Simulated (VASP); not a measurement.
# MnAs (P6_3/mmc) in VASP: a series of runs

Runs on MnAs. Level: PBE. Tasks: single point.

Program: VASP 6.6.1. These are calculated values, not measurements. Logs are shortened: lines on timing, memory, paths and dates and some standing lists are left out, and cuts for length are marked.

## (1) The cell of the first run

It takes space group P6_3/mmc (No. 194, hexagonal). The conventional cell has a = 3.628 Å, b = 3.628 Å, c = 5.475 Å, α = 90.00°, β = 90.00°, γ = 120.00°. Mn (site symmetry -3m) has 6 As at 2.50 Å and 2 Mn at 2.74 Å within 3.3 Å. Within 3.3 Å of As (site symmetry -6m2) lie 6 Mn at 2.50 Å.

## (2) Single point, PBE, collinear spin, ferromagnetic start (volume scaled by 0.980)

The input, INCAR:

```
SYSTEM = MnAs
PREC     = Accurate       ! precision mode
ENCUT    = 520            ! plane-wave cutoff, eV
EDIFF    = 1E-6           ! SCF threshold, eV
ISMEAR   = 0              ! smearing method
SIGMA    = 0.05           ! smearing width, eV
LREAL    = .FALSE.        ! projectors in reciprocal space
LASPH    = .TRUE.         ! aspherical terms in the spheres
NELM     = 150            ! most SCF steps
ALGO     = Normal         ! electronic algorithm
ISIF     = 2              ! what is computed and relaxed
LWAVE    = .FALSE.        ! write WAVECAR
LCHARG   = .TRUE.         ! write CHGCAR
ISPIN    = 2              ! spin polarisation
MAGMOM   = 3.14 3.14 0 0  ! initial moments
LORBIT   = 11             ! projections on sites
LMAXMIX  = 4              ! l up to which the mixer works
GGA      = PE             ! functional
LELF     = .TRUE.         ! ELF
LVHAR    = .TRUE.       
NBANDS   = 30             ! bands
```

The input, KPOINTS:

```
Automatic mesh
0
G
  12 12 8
  0 0 0
```

The input, POSCAR:

```
MnAs
1.0
    3.6278268024      0.0000000000      0.0000000000
   -1.8139134012      3.1417901714      0.0000000000
    0.0000000000      0.0000000000      5.4754258878
Mn As
2 2
Direct
    0.0000000000      0.0000000000      0.0000000000
    0.0000000000      0.0000000000      0.5000000000
    0.3333333333      0.6666666667      0.2500000000
    0.6666666667      0.3333333333      0.7500000000
```

Potentials or basis: VASP PAW PBE potentials, release 64 (Mn_pv, As).

Command:

```console
cat potpaw_PBE.64/Mn_pv/POTCAR potpaw_PBE.64/As/POTCAR > POTCAR
mpirun -np 1 vasp_std > vasp.out
```

OUTCAR:

```text
SYSTEM = MnAs
   PREC = Accurate
   ENCUT = 520
   EDIFF = 1E-6
   ISMEAR = 0
   LREAL = .FALSE.
   LASPH = .TRUE.
   NELM = 150
   ISIF = 2
   ISPIN = 2
   LORBIT = 11
   GGA = PE

 ion  position               nearest neighbor table
   1  0.000  0.000  0.000-   3 2.50   4 2.50   3 2.50   4 2.50   4 2.50   3 2.50   2 2.74   2 2.74

   2  0.000  0.000  0.500-   3 2.50   4 2.50   3 2.50   4 2.50   4 2.50   3 2.50   1 2.74   1 2.74

   3  0.333  0.667  0.250-   1 2.50   2 2.50   1 2.50   2 2.50   1 2.50   2 2.50
   4  0.667  0.333  0.750-   1 2.50   2 2.50   1 2.50   2 2.50   1 2.50   2 2.50

  LATTYP: Found a hexagonal cell.
 ALAT       =     3.6278268024
 C/A-ratio  =     1.5092853617

  Lattice vectors:

 A1 = (   3.6278268024,   0.0000000000,   0.0000000000)
 A2 = (  -1.8139134012,   3.1417901714,   0.0000000000)
 A3 = (   0.0000000000,   0.0000000000,   5.4754258878)

Analysis of symmetry for initial positions (statically):
=====================================================================
 Subroutine PRICEL returns:
 Original cell was already a primitive cell.

 Routine SETGRP: Setting up the symmetry group for a
 hexagonal supercell.

 Subroutine GETGRP returns: Found 24 space group operations
 (whereof 12 operations were pure point group operations)
 out of a pool of 24 trial point group operations.

The static configuration has the point symmetry D_3d.
 The point group associated with its full space group is D_6h.

Analysis of symmetry for dynamics (positions and initial velocities):
=====================================================================
 Subroutine PRICEL returns:
 Original cell was already a primitive cell.

 Routine SETGRP: Setting up the symmetry group for a
 hexagonal supercell.

 Subroutine GETGRP returns: Found 24 space group operations
 (whereof 12 operations were pure point group operations)
 out of a pool of 24 trial point group operations.

The dynamic configuration has the point symmetry D_3d.
 The point group associated with its full space group is D_6h.

Analysis of structural, dynamic, and magnetic symmetry:
=====================================================================
 Subroutine PRICEL returns:
 Original cell was already a primitive cell.

 Routine SETGRP: Setting up the symmetry group for a
 hexagonal supercell.

 Subroutine GETGRP returns: Found 24 space group operations
 (whereof 12 operations were pure point group operations)
 out of a pool of 24 trial point group operations.

The overall configuration has the point symmetry D_3d.
 The point group associated with its full space group is D_6h.

 Subroutine INISYM returns: Found 24 space group operations
 (whereof 12 operations are pure point group operations),
 and found     1 'primitive' translations

----------------------------------------------------------------------------------------

                                     Primitive cell

  volume of cell :      62.4082

  direct lattice vectors                    reciprocal lattice vectors
     3.627826802  0.000000000  0.000000000     0.275647117  0.159144937  0.000000000
    -1.813913401  3.141790171  0.000000000     0.000000000  0.318289875  0.000000000
     0.000000000  0.000000000  5.475425888     0.000000000  0.000000000  0.182634195

  length of vectors
     3.627826802  3.627826802  5.475425888     0.318289875  0.318289875  0.182634195

  position of ions in fractional coordinates (direct lattice)
     0.000000000  0.000000000  0.000000000
     0.000000000  0.000000000  0.500000000
     0.333333333  0.666666667  0.250000000
     0.666666667  0.333333333  0.750000000

  ion indices of the primitive-cell ions
   primitive index   ion index
                 1           1
                 2           2
                 3           3
                 4           4

----------------------------------------------------------------------------------------

 KPOINTS: Automatic mesh

Automatic generation of k-mesh.
 Grid dimensions read from file:
 generate k-points for:   12   12    8

 Generating k-lattice:

  Cartesian coordinates                     Fractional coordinates (reciprocal lattice)
     0.022970593  0.013262078  0.000000000     0.083333333  0.000000000  0.000000000
     0.000000000  0.026524156  0.000000000     0.000000000  0.083333333  0.000000000
     0.000000000  0.000000000  0.022829274     0.000000000  0.000000000  0.125000000

  Length of vectors
     0.026524156  0.026524156  0.022829274

  Shift w.r.t. Gamma in fractional coordinates (k-lattice)
     0.000000000  0.000000000  0.000000000

 Subroutine IBZKPT returns following result:
 ===========================================

 Found     95 irreducible k-points:

 Following reciprocal coordinates:
            Coordinates               Weight
  0.000000  0.000000  0.000000      1.000000
  0.083333  0.000000  0.000000      6.000000
  0.166667 -0.000000  0.000000      6.000000
  0.250000 -0.000000  0.000000      6.000000
  0.333333 -0.000000  0.000000      6.000000
  0.416667  0.000000  0.000000      6.000000
[... 16 lines left out ...]
  0.250000 -0.000000  0.125000     12.000000
  0.333333 -0.000000  0.125000     12.000000
 [... further k-points ...]
   k-points           NKPTS =     95   k-points in BZ     NKDIM =     95   number of bands    NBANDS=     30
   number of dos      NEDOS =    301   number of ions     NIONS =      4
   total plane-waves  NPLWV =  32928
   dimension x,y,z NGX =    28 NGY =   28 NGZ =   42
   dimension x,y,z NGXF=    56 NGYF=   56 NGZF=   84
   ions per type =               2   2
   NGX,Y,Z   is equivalent  to a cutoff of  12.83, 12.83, 12.75 a.u.
   NGXF,Y,Z  is equivalent  to a cutoff of  25.66, 25.66, 25.50 a.u.
 SYSTEM =  MnAs
   PREC   = accura    normal or accurate (medium, high low for compatibility)
   ISTART =      0    job   : 0-new  1-cont  2-samecut
   ICHARG =      2    charge: 1-file 2-atom 10-const
   ISPIN  =      2    spin polarized calculation?
   LNONCOLLINEAR =      F non collinear calculations
   LSORBIT =      F    spin-orbit coupling
   LASPH  =      T    aspherical Exc in radial PAW
   ENCUT  =  520.0 eV  38.22 Ry    6.18 a.u.   6.75  6.75 10.18*2*pi/ulx,y,z
   NELM   =    150;   NELMIN=  2; NELMDL= -5     # of ELM steps
   EDIFF  = 0.1E-05   stopping-criterion for ELM
   LREAL  =      F    real-space projection
   EDIFFG = 0.1E-04   stopping-criterion for IOM
   NSW    =      0    number of steps for IOM
   IBRION =     -1    ionic relax: 0-MD 1-quasi-New 2-CG
   NFREE  =      0    steps in history (QN), initial steepest desc. (CG)
   ISIF   =      2    stress and relaxation
   ISYM   =      2    0-nonsym 1-usesym 2-fastsym
   POTIM  = 0.5000    time-step for ionic-motion
   TEBEG  =    0.0;   TEEND  =   0.0 temperature during run
   PSTRESS=    0.0 pullay stress
   NELECT =      36.0000    total number of electrons
   NUPDOWN=      -1.0000    fix difference up-down
   EMIN   =  10.00;   EMAX   =-10.00  energy-range for DOS
   EFERMI =   0.00;   METHOD = LEGACY
   ISMEAR =     0;   SIGMA  =   0.05  broadening in eV -4-tet -1-fermi 0-gaus
   EFERMI_NEDOS =   21; number of points for ismear=-14 and -15
   IALGO  =     38    algorithm
   IMIX   =      4    mixing-type and parameters
     AMIX     =   0.40;   BMIX     =  1.00
     AMIX_MAG =   1.60;   BMIX_MAG =  1.00
  volume/ion in A,a.u.               =      15.60       105.29
  Fermi-wavevector in a.u.,A,eV,Ry     =   1.362788  2.575297 25.268637  1.857192
  Thomas-Fermi vector in A             =   2.489248
   LORBIT       =     11    0 simple, 1 ext, 2 COOP (PROOUT), +10 PAW based schemes
   GGA     = PE    functional components
   LHFCALC =     F    Hartree Fock is set to
   AEXX    =    0.0000 exact exchange contribution
   IVDW    =     0    specifies the selected vdW correction
   LEPSILON=     F    determine dielectric tensor
   LRPA    =     F    only Hartree local field effects (RPA)
 spin polarized calculation
 Gauss-broadening in eV      SIGMA  =   0.05
  energy-cutoff  :      520.00
  volume of cell :       62.41
 maximum number of plane-waves:      1725
 NGX is ok and might be reduce to    28
   NGX = 13   NGY = 13   NGZ = 21

 number of electron      35.9999992 magnetization       5.5029204

 Free energy of the ion-electron system (eV)
  ---------------------------------------------------
  ext. energy  EPLUGINS =         0.00000000
  ---------------------------------------------------
  free energy    TOTEN  =       -28.26996654 eV

  energy without entropy =      -28.26672786  energy(sigma->0) =      -28.26834720

 E-fermi :   7.6817     XC(G=0): -11.5840

 val. band max:        7.6787865491   @ k =   0.2500   0.2500   0.5000
 cond. band min:       7.6889229684   @ k =   0.0833   0.0000   0.0000
 fundamental gap:      0.0101364193
 Fermi energy:         7.6816628436

 spin component 1

 k-point     1 :       0.0000    0.0000    0.0000
  band No.  band energies     occupation
      1     -42.0097      1.00000
      2     -42.0097      1.00000
      3     -41.9947      1.00000
      4     -41.9947      1.00000
      5     -41.8289      1.00000
      6     -41.6801      1.00000
[... 22 lines left out ...]
     29      18.2363      0.00000
     30      18.2363      0.00000

 k-point     2 :       0.0833    0.0000    0.0000
  band No.  band energies     occupation
      1     -42.0104      1.00000
      2     -42.0099      1.00000
      3     -41.9952      1.00000
      4     -41.9948      1.00000
      5     -41.8288      1.00000
      6     -41.6800      1.00000
[... 718 lines left out ...]
 k-point    24 :       0.3333   -0.0000    0.1250
  band No.  band energies     occupation
      1     -42.0168      1.00000
      2     -42.0111      1.00000
      3     -42.0019      1.00000
      4     -41.9967      1.00000
      5     -41.8217      1.00000
      6     -41.6850      1.00000
[... 22 lines left out ...]
     29      17.7026      0.00000
     30      18.0240      0.00000

 [... further k-points ...]

 spin component 2

 k-point     1 :       0.0000    0.0000    0.0000
  band No.  band energies     occupation
      1     -38.9996      1.00000
      2     -38.9766      1.00000
      3     -38.9766      1.00000
      4     -38.9589      1.00000
      5     -38.9589      1.00000
      6     -38.8296      1.00000
[... 22 lines left out ...]
     29      18.9703      0.00000
     30      19.1465      0.00000

 k-point     2 :       0.0833    0.0000    0.0000
  band No.  band energies     occupation
      1     -38.9994      1.00000
      2     -38.9775      1.00000
      3     -38.9768      1.00000
      4     -38.9597      1.00000
      5     -38.9591      1.00000
      6     -38.8295      1.00000
[... 718 lines left out ...]
 k-point    24 :       0.3333   -0.0000    0.1250
  band No.  band energies     occupation
      1     -38.9910      1.00000
      2     -38.9857      1.00000
      3     -38.9784      1.00000
      4     -38.9678      1.00000
      5     -38.9614      1.00000
      6     -38.8350      1.00000
[... 22 lines left out ...]
     29      18.0248      0.00000
     30      18.3257      0.00000

 [... further k-points ...]

------------------------ aborting loop because EDIFF is reached ----------------------------------------

  FORCE on cell =-STRESS in cart. coord.  units (eV):
  Direction    XX          YY          ZZ          XY          YZ          ZX
  --------------------------------------------------------------------------------------
  -------------------------------------------------------------------------------------
  Total        0.5975536      0.5975536      0.6419443      0.0000000      0.0000000      0.0000000
  in kB       15.3407235     15.3407235     16.4803442      0.0000000      0.0000000      0.0000000
  external PRESSURE =      15.7205970 kB  Pullay stress =       0.0000000 kB

 VOLUME and BASIS-vectors are now :
 -----------------------------------------------------------------------------
  energy-cutoff  :      520.00
  volume of cell :       62.41
      direct lattice vectors                 reciprocal lattice vectors
     3.627826802  0.000000000  0.000000000     0.275647117  0.159144937  0.000000000
    -1.813913401  3.141790171  0.000000000     0.000000000  0.318289875  0.000000000
     0.000000000  0.000000000  5.475425888     0.000000000  0.000000000  0.182634195

 POSITION                                       TOTAL-FORCE (eV/Angst)
 -----------------------------------------------------------------------------------
      0.00000      0.00000      0.00000        -0.000000      0.000000      0.000000
      0.00000      0.00000      2.73771        -0.000000      0.000000      0.000000
     -0.00000      2.09453      1.36886        -0.000000     -0.000000      0.000000
      1.81391      1.04726      4.10657         0.000000      0.000000     -0.000000
 -----------------------------------------------------------------------------------
    total drift:                               -0.000000      0.000000      0.000000

  FREE ENERGIE OF THE ION-ELECTRON SYSTEM (eV)
  ---------------------------------------------------
  free  energy   TOTEN  =       -28.2699665359 eV

  energy  without entropy=      -28.2667278633  energy(sigma->0) =      -28.26834720

 total charge

# of ion       s       p       d       tot
------------------------------------------
    1        0.296   6.276   5.135  11.707
    2        0.296   6.276   5.135  11.707
    3        1.214   1.546   0.066   2.826
    4        1.214   1.546   0.066   2.826
--------------------------------------------------
tot          3.020  15.645  10.400  29.065

 magnetization (x)

# of ion       s       p       d       tot
------------------------------------------
    1        0.030   0.024   2.765   2.819
    2        0.030   0.024   2.765   2.819
    3       -0.001  -0.119   0.007  -0.113
    4       -0.001  -0.119   0.007  -0.113
--------------------------------------------------
tot          0.059  -0.190   5.543   5.412
```

Wall time 4.8 min (1 thread of Intel Xeon 6975P-C, shared host); peak memory 0.38 GiB.

Results:

```
Free energy                                           : -28.2700 eV
Pressure                                              : 1.6 GPa
Net moment                                            : 5.50 μB per cell
Site moments                                          : Mn +2.82; As -0.11 μB
Valence electrons inside the program's atomic spheres : Mn 11.71; As 2.83
```

Levels at points of the mesh, in eV from the Fermi level:
Spin up:
| k point | band 18 | band 19 | band 20 | band 21 | band 22 | band 23 | band 24 | band 25 |
| --- | --- | --- | --- | --- | --- | --- | --- | --- |
| (0.00, 0.00, 0.00) | -1.52 | 0.03 | 0.67 | 0.67 | 1.85 | 3.34 | 3.34 | 3.97 |
| (0.50, 0.00, 0.00) | -1.94 | -1.87 | -1.57 | -1.35 | -0.04 | 1.57 | 3.72 | 5.13 |
| (0.00, 0.00, 0.50) | -2.40 | -0.70 | -0.70 | 2.43 | 2.43 | 2.43 | 2.43 | 5.93 |
| (0.50, 0.00, 0.50) | -2.07 | -1.71 | -1.71 | 0.73 | 0.73 | 1.83 | 1.83 | 4.58 |
Spin down:
| k point | band 13 | band 14 | band 15 | band 16 | band 17 | band 18 |
| --- | --- | --- | --- | --- | --- | --- |
| (0.00, 0.00, 0.00) | -0.44 | -0.44 | -0.20 | -0.20 | 0.64 | 0.64 |
| (0.50, 0.00, 0.00) | -3.04 | -2.21 | -1.67 | 0.53 | 0.61 | 0.66 |
| (0.00, 0.00, 0.50) | -2.28 | -2.28 | 0.19 | 0.19 | 0.19 | 0.19 |
| (0.50, 0.00, 0.50) | -2.49 | -2.49 | -0.26 | -0.26 | 0.81 | 0.81 |

Caveat: only a ferromagnetic start was run, and an antiferromagnetic order may lie lower in energy.

(Continued in part 2 of 2.)
